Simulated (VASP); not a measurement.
Write the native input for VASP 6.6.1 that does the following.

- Task: single point
- Functional: PBE
- Potentials or basis: VASP PAW PBE potentials, release 64 (Mo_sv)
- Cutoff: 520 eV
- k mesh: 24 × 24 × 14
- Occupations: gaussian, width 0.15 eV
- Spin: no spin polarisation
- Dipole correction: no
- Further INCAR settings: ALGO = Fast; EDIFF = 1e-07; NBANDS = 21

The structure of Mo lies in POSCAR:

```
Mo
1.0
   -1.5802194352      1.5802194352      1.5802194352
    1.5802194352     -1.5802194352      1.5802194352
    3.1604388703      3.1604388703      0.0000000000
Mo
2
Direct
   -0.0251704007      0.0251704007      0.0000000000
    0.5251704007      0.4748295993      0.5000000000
```

This cell differs from its parent crystal: mode 5 (192.3 1/cm) frozen in, largest displacement +0.113 Å.

The input as run:

INCAR

```
  PREC = Accurate
  ENCUT = 520
  EDIFF = 1E-7
  ISMEAR = 0
  SIGMA = 0.15
  LREAL = False
  LASPH = True
  NELM = 60
  ALGO = Fast
  ISIF = 2
  LWAVE = False
  LCHARG = True
  GGA = PE
  LELF = True
  LVHAR = True
  NBANDS = 21
```

KPOINTS

```
regular mesh
0
Gamma
  24 24 14
```

Potentials or basis: VASP PAW PBE potentials, release 64 (Mo_sv).

The run is started by

```console
$ cat potpaw_PBE.64/Mo_sv/POTCAR > POTCAR
$ mpirun -np 1 vasp_std > vasp.out
```

It gave:

- Pressure: 1.5 GPa
- Largest force: 1.288 eV/Å
- Band gap on the k mesh: zero (band 14 reaches 14.09 eV, above the bottom of band 15 at 11.47 eV)

Caveat: the cell differs from its parent crystal (mode 5 (192.3 1/cm) frozen in, largest displacement +0.113 Å); forces of over 1 eV/Å act on the atoms, so gaps and moduli don't describe the material at rest.

Wall time 5.7 min on 1 thread of Intel(R) Xeon(R) 6975P-C (Granite Rapids), with other jobs on the host, peak memory 0.67 GiB.
